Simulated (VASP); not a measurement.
# SnTe3 (Pm-3m) in VASP: notebook

Runs on SnTe3. Level: PBE. Tasks: single point, relaxation of cell and atoms.

Program: VASP 6.6.1. These are calculated values, not measurements. Logs are shortened: lines on timing, memory, paths and dates and some standing lists are left out, and cuts for length are marked.

**1. The cell of the first run**

The structure is cubic, space group Pm-3m (No. 221). Conventional cell: a = 4.886 Å, b = 4.886 Å, c = 4.886 Å, α = 90.00°, β = 90.00°, γ = 90.00°. Sn (site symmetry m-3m) has 12 Te at 3.46 Å within 4.5 Å. Te (site symmetry 4/mmm) has 4 Sn at 3.46 Å and 8 Te at 3.46 Å within 4.5 Å.

**2. Single point, PBE**

Contents of INCAR:

```
SYSTEM = SnTe3
ALGO = Normal ; EDIFF = 1E-7
ENCUT = 520 ; GGA = PE
ISIF = 2 ; ISMEAR = 0
LASPH = .True. ; LCHARG = .False.
LREAL = .False. ; LWAVE = .False.
NBANDS = 24 ; NELM = 60
PREC = Accurate ; SIGMA = 0.1
```

Contents of KPOINTS:

```
k-points
0
Gamma
  10 10 10
  0 0 0
```

Contents of POSCAR:

```
SnTe3
1.0
    4.8863280538      0.0000000000      0.0000000000
    0.0000000000      4.8863280538      0.0000000000
    0.0000000000      0.0000000000      4.8863280538
Sn Te
1 3
Direct
    0.0000000000      0.0000000000      0.0000000000
    0.0000000000      0.5000000000      0.5000000000
    0.5000000000      0.0000000000      0.5000000000
    0.5000000000      0.5000000000      0.0000000000
```

Potentials or basis: VASP PAW PBE potentials, release 64 (Sn_d, Te).

Command:

```console
$ cat potpaw_PBE.64/Sn_d/POTCAR potpaw_PBE.64/Te/POTCAR > POTCAR
$ mpirun -np 1 vasp_std > vasp.out
```

OUTCAR:

```text
SYSTEM = SnTe3
   EDIFF = 1E-7
   ENCUT = 520
   GGA = PE
   ISIF = 2
   ISMEAR = 0
   LASPH = .True.
   LREAL = .False.
   NELM = 60
   PREC = Accurate

 ion  position               nearest neighbor table
   1  0.000  0.000  0.000-   2 3.46   3 3.46   4 3.46   2 3.46   3 3.46   2 3.46   4 3.46   2 3.46
                             3 3.46   4 3.46   3 3.46   4 3.46
   2  0.000  0.500  0.500-   1 3.46   3 3.46   4 3.46   1 3.46   4 3.46   1 3.46   3 3.46   1 3.46
                             3 3.46   4 3.46   4 3.46   3 3.46
   3  0.500  0.000  0.500-   1 3.46   2 3.46   4 3.46   1 3.46   4 3.46   2 3.46   4 3.46   4 3.46
                             1 3.46   2 3.46   1 3.46   2 3.46
   4  0.500  0.500  0.000-   1 3.46   2 3.46   3 3.46   2 3.46   3 3.46   1 3.46   3 3.46   3 3.46
                             1 3.46   2 3.46   2 3.46   1 3.46

  LATTYP: Found a simple cubic cell.
 ALAT       =     4.8863280538

  Lattice vectors:

 A1 = (   4.8863280538,   0.0000000000,   0.0000000000)
 A2 = (   0.0000000000,   4.8863280538,   0.0000000000)
 A3 = (   0.0000000000,   0.0000000000,   4.8863280538)

Analysis of symmetry for initial positions (statically):
=====================================================================
 Subroutine PRICEL returns:
 Original cell was already a primitive cell.

 Routine SETGRP: Setting up the symmetry group for a
 simple cubic supercell.

 Subroutine GETGRP returns: Found 48 space group operations
 (whereof 48 operations were pure point group operations)
 out of a pool of 48 trial point group operations.

The static configuration has the point symmetry O_h .

Analysis of symmetry for dynamics (positions and initial velocities):
=====================================================================
 Subroutine PRICEL returns:
 Original cell was already a primitive cell.

 Routine SETGRP: Setting up the symmetry group for a
 simple cubic supercell.

 Subroutine GETGRP returns: Found 48 space group operations
 (whereof 48 operations were pure point group operations)
 out of a pool of 48 trial point group operations.

The dynamic configuration has the point symmetry O_h .

 Subroutine INISYM returns: Found 48 space group operations
 (whereof 48 operations are pure point group operations),
 and found     1 'primitive' translations

----------------------------------------------------------------------------------------

                                     Primitive cell

  volume of cell :     116.6670

  direct lattice vectors                    reciprocal lattice vectors
     4.886328054  0.000000000  0.000000000     0.204652653  0.000000000  0.000000000
     0.000000000  4.886328054  0.000000000     0.000000000  0.204652653  0.000000000
     0.000000000  0.000000000  4.886328054     0.000000000  0.000000000  0.204652653

  length of vectors
     4.886328054  4.886328054  4.886328054     0.204652653  0.204652653  0.204652653

  position of ions in fractional coordinates (direct lattice)
     0.000000000  0.000000000  0.000000000
     0.000000000  0.500000000  0.500000000
     0.500000000  0.000000000  0.500000000
     0.500000000  0.500000000  0.000000000

  ion indices of the primitive-cell ions
   primitive index   ion index
                 1           1
                 2           2
                 3           3
                 4           4

----------------------------------------------------------------------------------------

 KPOINTS: k-points

Automatic generation of k-mesh.
 Grid dimensions read from file:
 generate k-points for:   10   10   10

 Generating k-lattice:

  Cartesian coordinates                     Fractional coordinates (reciprocal lattice)
     0.020465265  0.000000000  0.000000000     0.100000000  0.000000000  0.000000000
     0.000000000  0.020465265  0.000000000     0.000000000  0.100000000  0.000000000
     0.000000000  0.000000000  0.020465265     0.000000000  0.000000000  0.100000000

  Length of vectors
     0.020465265  0.020465265  0.020465265

  Shift w.r.t. Gamma in fractional coordinates (k-lattice)
     0.000000000  0.000000000  0.000000000

 Subroutine IBZKPT returns following result:
 ===========================================

 Found     56 irreducible k-points:

 Following reciprocal coordinates:
            Coordinates               Weight
  0.000000  0.000000  0.000000      1.000000
  0.100000  0.000000  0.000000      6.000000
  0.200000  0.000000  0.000000      6.000000
  0.300000  0.000000  0.000000      6.000000
  0.400000  0.000000  0.000000      6.000000
  0.500000  0.000000  0.000000      3.000000
[... 16 lines left out ...]
  0.200000  0.100000  0.100000     24.000000
  0.300000  0.100000  0.100000     24.000000
 [... further k-points ...]
   k-points           NKPTS =     56   k-points in BZ     NKDIM =     56   number of bands    NBANDS=     24
   number of dos      NEDOS =    301   number of ions     NIONS =      4
   total plane-waves  NPLWV =  46656
   dimension x,y,z NGX =    36 NGY =   36 NGZ =   36
   dimension x,y,z NGXF=    72 NGYF=   72 NGZF=   72
   ions per type =               1   3
   NGX,Y,Z   is equivalent  to a cutoff of  12.25, 12.25, 12.25 a.u.
   NGXF,Y,Z  is equivalent  to a cutoff of  24.50, 24.50, 24.50 a.u.
 SYSTEM =  SnTe3
   PREC   = accura    normal or accurate (medium, high low for compatibility)
   ISTART =      0    job   : 0-new  1-cont  2-samecut
   ICHARG =      2    charge: 1-file 2-atom 10-const
   ISPIN  =      1    spin polarized calculation?
   LNONCOLLINEAR =      F non collinear calculations
   LSORBIT =      F    spin-orbit coupling
   LASPH  =      T    aspherical Exc in radial PAW
   ENCUT  =  520.0 eV  38.22 Ry    6.18 a.u.   9.09  9.09  9.09*2*pi/ulx,y,z
   NELM   =     60;   NELMIN=  2; NELMDL= -5     # of ELM steps
   EDIFF  = 0.1E-06   stopping-criterion for ELM
   LREAL  =      F    real-space projection
   EDIFFG = 0.1E-05   stopping-criterion for IOM
   NSW    =      0    number of steps for IOM
   IBRION =     -1    ionic relax: 0-MD 1-quasi-New 2-CG
   NFREE  =      0    steps in history (QN), initial steepest desc. (CG)
   ISIF   =      2    stress and relaxation
   ISYM   =      2    0-nonsym 1-usesym 2-fastsym
   POTIM  = 0.5000    time-step for ionic-motion
   TEBEG  =    0.0;   TEEND  =   0.0 temperature during run
[... 4 lines left out ...]
   EFERMI =   0.00;   METHOD = LEGACY
   ISMEAR =     0;   SIGMA  =   0.10  broadening in eV -4-tet -1-fermi 0-gaus
   EFERMI_NEDOS =   21; number of points for ismear=-14 and -15
   IALGO  =     38    algorithm
   IMIX   =      4    mixing-type and parameters
     AMIX     =   0.40;   BMIX     =  1.00
     AMIX_MAG =   1.60;   BMIX_MAG =  1.00
  volume/ion in A,a.u.               =      29.17       196.83
  Fermi-wavevector in a.u.,A,eV,Ry     =   1.063675  2.010054 15.393687  1.131404
  Thomas-Fermi vector in A             =   2.199168
   LORBIT       =      0    0 simple, 1 ext, 2 COOP (PROOUT), +10 PAW based schemes
   GGA     = PE    functional components
   LHFCALC =     F    Hartree Fock is set to
   AEXX    =    0.0000 exact exchange contribution
   IVDW    =     0    specifies the selected vdW correction
   LEPSILON=     F    determine dielectric tensor
   LRPA    =     F    only Hartree local field effects (RPA)
 non-spin polarized calculation
 Gauss-broadening in eV      SIGMA  =   0.10
  energy-cutoff  :      520.00
  volume of cell :      116.67
 maximum number of plane-waves:      3178
   NGX = 19   NGY = 19   NGZ = 19

 number of electron      32.0000001 magnetization

 Free energy of the ion-electron system (eV)
  ---------------------------------------------------
  ext. energy  EPLUGINS =         0.00000000
  ---------------------------------------------------
  free energy    TOTEN  =       -12.27857445 eV

  energy without entropy =      -12.26228039  energy(sigma->0) =      -12.27042742

 E-fermi :   7.5835     XC(G=0):  -9.9760

 val. band max:        7.5766879613   @ k =   0.5000   0.4000   0.2000
 cond. band min:       7.5884236063   @ k =   0.5000   0.2000   0.2000
 fundamental gap:      0.0117356450
 Fermi energy:         7.5834826002

 k-point     1 :       0.0000    0.0000    0.0000
  band No.  band energies     occupation
      1     -14.3213      2.00000
      2     -14.3213      2.00000
      3     -14.3193      2.00000
      4     -14.3193      2.00000
      5     -14.3193      2.00000
      6      -5.7699      2.00000
[... 16 lines left out ...]
     23      11.7991      0.00000
     24      11.7991      0.00000

 k-point     2 :       0.1000    0.0000    0.0000
  band No.  band energies     occupation
      1     -14.3212      2.00000
      2     -14.3210      2.00000
      3     -14.3194      2.00000
      4     -14.3194      2.00000
      5     -14.3193      2.00000
      6      -5.7175      2.00000
[... 16 lines left out ...]
     23      11.8005      0.00000
     24      12.1318      0.00000

 k-point     3 :       0.2000    0.0000    0.0000
  band No.  band energies     occupation
      1     -14.3211      2.00000
      2     -14.3202      2.00000
      3     -14.3198      2.00000
      4     -14.3198      2.00000
      5     -14.3193      2.00000
      6      -5.5621      2.00000
[... 16 lines left out ...]
     23      12.3934      0.00000
     24      12.6109      0.00000

 k-point     4 :       0.3000    0.0000    0.0000
  band No.  band energies     occupation
      1     -14.3210      2.00000
      2     -14.3203      2.00000
      3     -14.3203      2.00000
      4     -14.3193      2.00000
      5     -14.3193      2.00000
      6      -5.3124      2.00000
[... 16 lines left out ...]
     23      12.6519      0.00000
     24      13.7243      0.00000

 k-point     5 :       0.4000    0.0000    0.0000
  band No.  band energies     occupation
      1     -14.3209      2.00000
      2     -14.3207      2.00000
      3     -14.3207      2.00000
      4     -14.3192      2.00000
      5     -14.3185      2.00000
      6      -4.9977      2.00000
[... 16 lines left out ...]
     23      13.2396      0.00000
     24      14.2200      0.00000

 k-point     6 :       0.5000    0.0000    0.0000
  band No.  band energies     occupation
      1     -14.3208      2.00000
      2     -14.3208      2.00000
      3     -14.3208      2.00000
      4     -14.3192      2.00000
      5     -14.3182      2.00000
      6      -4.7842      2.00000
[... 16 lines left out ...]
     23      13.8386      0.00000
     24      13.9862      0.00000
[... 379 lines left out ...]
 k-point    21 :       0.5000    0.5000    0.0000
  band No.  band energies     occupation
      1     -14.3229      2.00000
      2     -14.3207      2.00000
      3     -14.3207      2.00000
      4     -14.3192      2.00000
      5     -14.3163      2.00000
      6      -3.6856      2.00000
[... 16 lines left out ...]
     23      14.3240      0.00000
     24      14.6736      0.00000

 k-point    22 :       0.1000    0.1000    0.1000
  band No.  band energies     occupation
      1     -14.3208      2.00000
      2     -14.3208      2.00000
      3     -14.3196      2.00000
      4     -14.3196      2.00000
      5     -14.3196      2.00000
      6      -5.6132      2.00000
[... 16 lines left out ...]
     23      11.9717      0.00000
     24      12.0713      0.00000

 k-point    23 :       0.2000    0.1000    0.1000
  band No.  band energies     occupation
      1     -14.3207      2.00000
      2     -14.3200      2.00000
      3     -14.3200      2.00000
      4     -14.3200      2.00000
      5     -14.3196      2.00000
      6      -5.4593      2.00000
[... 16 lines left out ...]
     23      12.3616      0.00000
     24      12.6040      0.00000

 k-point    24 :       0.3000    0.1000    0.1000
  band No.  band energies     occupation
      1     -14.3205      2.00000
      2     -14.3205      2.00000
      3     -14.3204      2.00000
      4     -14.3195      2.00000
      5     -14.3190      2.00000
      6      -5.2122      2.00000
[... 16 lines left out ...]
     23      13.3058      0.00000
     24      13.5988      0.00000

 [... further k-points ...]
[... 5 lines left out ...]
  --------------------------------------------------------------------------------------
  -------------------------------------------------------------------------------------
  Total       -0.0454106     -0.0454106     -0.0454106     -0.0000000     -0.0000000      0.0000000
  in kB       -0.6236202     -0.6236202     -0.6236202     -0.0000000     -0.0000000      0.0000000
  external PRESSURE =      -0.6236202 kB  Pullay stress =       0.0000000 kB

 VOLUME and BASIS-vectors are now :
 -----------------------------------------------------------------------------
  energy-cutoff  :      520.00
  volume of cell :      116.67
      direct lattice vectors                 reciprocal lattice vectors
     4.886328054  0.000000000  0.000000000     0.204652653  0.000000000  0.000000000
     0.000000000  4.886328054  0.000000000     0.000000000  0.204652653  0.000000000
     0.000000000  0.000000000  4.886328054     0.000000000  0.000000000  0.204652653

 POSITION                                       TOTAL-FORCE (eV/Angst)
 -----------------------------------------------------------------------------------
      0.00000      0.00000      0.00000         0.000000      0.000000      0.000000
      0.00000      2.44316      2.44316         0.000000      0.000000      0.000000
      2.44316      0.00000      2.44316         0.000000      0.000000      0.000000
      2.44316      2.44316      0.00000         0.000000      0.000000      0.000000
 -----------------------------------------------------------------------------------
    total drift:                                0.000000      0.000000      0.000000

  FREE ENERGIE OF THE ION-ELECTRON SYSTEM (eV)
  ---------------------------------------------------
  free  energy   TOTEN  =       -12.2785744491 eV

  energy  without entropy=      -12.2622803915  energy(sigma->0) =      -12.27042742
```

Run time: 2.8 min. Hardware: 1 thread of Intel Xeon 6975P-C, shared host; peak memory 0.3 GiB.

Results:

| Item | Value |
| --- | --- |
| Free energy | -12.2786 eV |
| Pressure | -0.1 GPa |
| Band gap on the k mesh | zero (band 16 reaches 9.11 eV, above the bottom of band 17 at 7.11 eV) |

Caveat: spin-orbit coupling is left out, which moves the levels of the heavy elements.

**3. Relaxation of cell and atoms, PBE**

This run uses another cell than the first one, of 43.92 Å³/atom, 1.506 times its volume.

Contents of INCAR:

```
SYSTEM = SnTe3
PREC = Accurate
ENCUT = 600
EDIFF = 1E-7
ISMEAR = 0
SIGMA = 0.1
LREAL = .False.
LASPH = .True.
NELM = 60
ALGO = Normal
ISIF = 3
LWAVE = .False.
LCHARG = .False.
GGA = PE
IBRION = 2
NSW = 90
EDIFFG = -0.04
```

Contents of KPOINTS:

```
regular mesh
0
Gamma
  4 4 4
  0 0 0
```

Contents of POSCAR:

```
SnTe3
1.0
    5.6008657100      0.0000000000      0.0000000000
    0.0000000000      5.6008657100      0.0000000000
    0.0000000000      0.0000000000      5.6008657100
Sn Te
1 3
Direct
    0.0000000000      0.0000000000      0.0000000000
    0.0000000000      0.5000000000      0.5000000000
    0.5000000000      0.0000000000      0.5000000000
    0.5000000000      0.5000000000      0.0000000000
```

Potentials or basis: VASP PAW PBE potentials, release 64 (Sn_d, Te).

Command:

```console
$ cat potpaw_PBE.64/Sn_d/POTCAR potpaw_PBE.64/Te/POTCAR > POTCAR
$ mpirun -np 1 vasp_std > vasp.out
```

Run time: 4.4 min. Hardware: 1 thread of Intel Xeon 6975P-C, shared host; peak memory 0.36 GiB.

It converged, with:

```yaml
Free_energy: -12.1521 eV
Relaxed_volume: 29.35 Å³/atom
Relaxed_cell: a = 4.896 Å, b = 4.896 Å, c = 4.896 Å, α = 90.00°, β = 90.00°, γ = 90.00°
Space_group_after_relaxing_to_0.05_Å: Pm-3m (No. 221)
Energy_gained_by_relaxing: 468.8 meV/atom
Ionic_steps: 4
Pressure_after_relaxing: 0.1 GPa
Band_gap_on_the_k_mesh: zero (band 16 reaches 9.02 eV, above the bottom of band 17 at 7.15 eV)
```

Step by step:
```tsv
step	energy change (eV)	largest force (eV/Å)	pressure (GPa)	volume (Å³)
1	0.0000	0.0000	-7.04	175.70
2	-1.6983	0.0000	-3.79	131.05
3	-1.8735	0.0000	-0.46	118.84
4	-1.8752	0.0000	0.09	117.39
```

Final structure:
```
Sn Te
1.0
     4.89646    0.00000    0.00000
     0.00000    4.89646    0.00000
     0.00000    0.00000    4.89646
Sn Te
1 3
Direct
  0.00000 0.00000 0.00000
  0.00000 0.50000 0.50000
  0.50000 0.00000 0.50000
  0.50000 0.50000 0.00000
```

Levels at points of the mesh, in eV from the Fermi level:
```tsv
k point	band 11	band 12	band 13	band 14	band 15	band 16	band 17	band 18	band 19	band 20
(0.00, 0.00, 0.00)	-4.94	-4.94	-0.94	-0.94	-0.94	0.15	0.15	0.15	4.15	4.15
(0.50, 0.00, 0.00)	-3.71	-3.04	-3.04	-2.09	-1.84	-0.40	0.41	0.48	0.48	2.18
(0.50, 0.50, 0.00)	-3.00	-3.00	-2.47	-2.27	-2.20	-2.20	-0.21	1.33	1.39	3.19
(0.50, 0.50, 0.50)	-5.54	-5.54	-5.54	1.47	1.47	1.47	1.47	1.47	3.97	3.97
```

Caveat: the volume moved by over 15 % at a fixed basis, so the end points are rough; spin-orbit coupling is left out, which moves the levels of the heavy elements.

**4. Relaxation of cell and atoms, PBE**

This run uses another cell than the first one, of 29.46 Å³/atom, 1.010 times its volume.

Contents of INCAR:

```
SYSTEM = SnTe3
PREC = Accurate ; ENCUT = 600
EDIFF = 1E-6 ; ISMEAR = 0
SIGMA = 0.1 ; LREAL = .FALSE.
LASPH = .TRUE. ; NELM = 80
ALGO = Normal ; ISIF = 3
LWAVE = .FALSE. ; LCHARG = .FALSE.
GGA = PE ; IBRION = 2
NSW = 100 ; EDIFFG = -0.01
```

Contents of KPOINTS:

```
regular mesh
0
G
  10 10 10
  0 0 0
```

Contents of POSCAR:

```
SnTe3
1.0
    4.9028237781      0.0000000000      0.0000000000
    0.0000000000      4.9028237781      0.0000000000
    0.0000000000      0.0000000000      4.9028237781
Sn Te
1 3
Direct
    0.0000000000      0.0000000000      0.0000000000
    0.0000000000      0.5000000000      0.5000000000
    0.5000000000      0.0000000000      0.5000000000
    0.5000000000      0.5000000000      0.0000000000
```

Command:

```console
$ cat potpaw_PBE.64/Sn_d/POTCAR potpaw_PBE.64/Te/POTCAR > POTCAR
$ mpirun -np 1 vasp_std > vasp.out
```

It took 6.1 min on 1 thread of Intel Xeon 6975P-C, shared host; peak memory 0.35 GiB.

Results (log left out):

| Property | Result |
| --- | --- |
| Free energy | -12.2787 eV |
| Relaxed volume | 29.14 Å³/atom |
| Relaxed cell | a = 4.885 Å, b = 4.885 Å, c = 4.885 Å, α = 90.00°, β = 90.00°, γ = 90.00° |
| Space group after relaxing (to 0.05 Å) | Pm-3m (No. 221) |
| Energy gained by relaxing | 0.5 meV/atom |
| Ionic steps | 3 |
| Pressure after relaxing | 0.0 GPa |
| Band gap on the k mesh | zero (band 16 reaches 9.13 eV, above the bottom of band 17 at 7.13 eV) |

The path:
| step | energy change (eV) | largest force (eV/Å) | pressure (GPa) | volume (Å³) |
| --- | --- | --- | --- | --- |
| 1 | 0.0000 | 0.0000 | -0.52 | 117.85 |
| 2 | -0.0020 | 0.0000 | 0.13 | 116.23 |
| 3 | -0.0021 | 0.0000 | 0.00 | 116.55 |

Final structure:
```
Sn Te
1.0
     4.88467    0.00000    0.00000
     0.00000    4.88467    0.00000
     0.00000    0.00000    4.88467
Sn Te
1 3
Cartesian
  0.0000 0.0000 0.0000
  0.0000 2.4423 2.4423
  2.4423 0.0000 2.4423
  2.4423 2.4423 0.0000
```

Levels at points of the mesh, in eV from the Fermi level:
| k point | band 12 | band 13 | band 14 | band 15 | band 16 | band 17 | band 18 | band 19 | band 20 |
| --- | --- | --- | --- | --- | --- | --- | --- | --- | --- |
| (0.00, 0.00, 0.00) | -4.94 | -0.90 | -0.90 | -0.90 | 0.20 | 0.20 | 0.20 | 3.91 | 3.91 |
| (0.50, 0.00, 0.00) | -3.04 | -3.04 | -2.08 | -1.80 | -0.34 | 0.46 | 0.54 | 0.54 | 2.23 |
| (0.50, 0.50, 0.00) | -2.98 | -2.44 | -2.24 | -2.18 | -2.18 | -0.20 | 1.40 | 1.44 | 3.25 |
| (0.50, 0.50, 0.50) | -5.55 | -5.55 | 1.53 | 1.53 | 1.53 | 1.54 | 1.54 | 4.04 | 4.04 |

Caveat: spin-orbit coupling is left out, which moves the levels of the heavy elements.

**5. Overview**

| task | cell | k mesh | cutoff (eV) | gap on the mesh (eV) | pressure (GPa) | relaxed volume (Å³/atom) |
| --- | --- | --- | --- | --- | --- | --- |
| single point | a = 4.886 Å, 4 atoms | 10 × 10 × 10 | 520 | none | -0.1 | - |
| relaxation of cell and atoms | relaxed from a = 5.601 Å, 4 atoms | 4 × 4 × 4 | 600 | none | 0.1 | 29.35 |
| relaxation of cell and atoms | relaxed from a = 4.903 Å, 4 atoms | 10 × 10 × 10 | 600 | none | 0.0 | 29.14 |

Alike in all rows: level PBE; potentials or basis VASP PAW PBE potentials, release 64 (Sn_d, Te); no spin polarisation; smearing gaussian 0.1 eV.

Caveats: spin-orbit coupling is left out, which moves the levels of the heavy elements; the volume moved by over 15 % at a fixed basis, so the end points are rough (some runs).

Absolute energies hang on the potentials; compare differences alone.
